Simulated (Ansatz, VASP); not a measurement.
Lu in VASP and in Ansatz

The input INCAR:

```
SYSTEM = Lu
  ALGO = Normal
  EDIFF = 1E-6
  ENCUT = 600
  GGA = PE
  GGA_COMPAT = .False.
  ISIF = 2
  ISMEAR = 1
  IVDW = 12
  LASPH = .True.
  LCHARG = .True.
  LELF = .True.
  LREAL = .False.
  LVHAR = .True.
  LWAVE = .False.
  NBANDS = 18
  NELM = 120
  PREC = Accurate
  SIGMA = 0.15
```

The input KPOINTS:

```
k-points
0
Gamma
  7 7 7
  0 0 0
```

File POSCAR:

```
Lu
1.0
   -1.9541071088      1.9541071088      1.9541071088
    1.9541071088     -1.9541071088      1.9541071088
    1.9541071088      1.9541071088     -1.9541071088
Lu
1
Direct
    0.0000000000      0.0000000000      0.0000000000
```

The input input.yaml:

```yaml
crystal:
  lattice:
    - [-1.9541071088, 1.9541071088, 1.9541071088]
    - [1.9541071088, -1.9541071088, 1.9541071088]
    - [1.9541071088, 1.9541071088, -1.9541071088]
  atoms:
    - { symbol: Lu, position: [0.0, 0.0, 0.0] }
hamiltonian:
  xc: pbe
  pseudopotentials: { kind: paw, accuracy: standard }
  dispersion: d3bj
kpoints:
  mp_grid: { grid: [7, 7, 7] }
  band_path:
    path:
      - [[0.0, 0.0, 0.0], [0.5, -0.5, 0.5], [0.0, 0.0, 0.5], [0.0, 0.0, 0.0], [0.25, 0.25, 0.25], [0.5, -0.5, 0.5]]
      - [[0.25, 0.25, 0.25], [0.0, 0.0, 0.5]]
    npoints: 4
scf:
  occupations: { method: cold, width: 0.15 }
  n_extra_bands: 6
  initial_density: { chi_scale: 0.3 }
output:
  forces: true
  stress: true
  eigenvalues: true
  fatbands: false
  write_density: true
  write_potential: true
  elf: true
  volumetric_format: npy
```

Alike in both runs: functional PBE; dispersion D3(BJ); k mesh 7 × 7 × 7; no spin polarisation.

```csv
,VASP,Ansatz
version,VASP 6.6.1,Ansatz 0.2.0
potentials or method,"VASP PAW PBE potentials, release 64 (Lu)",SSSP efficiency PAW
plane-wave cutoff (eV),600,612
occupations,"methfessel-paxton of order 1, width 0.15 eV","cold, width 0.15 eV"
valence electrons in the cell,25,25
task,single point,band structure
```

|  | VASP | Ansatz | Ansatz less VASP |
| --- | --- | --- | --- |
| gap on the k mesh at the Fermi level (eV) | none | none | - |
| pressure (GPa) | -2.3 | -2.4 | -0.08 |

A gap of «none» marks a metal or a gap that the smearing closes.

Spin-orbit coupling is off throughout.
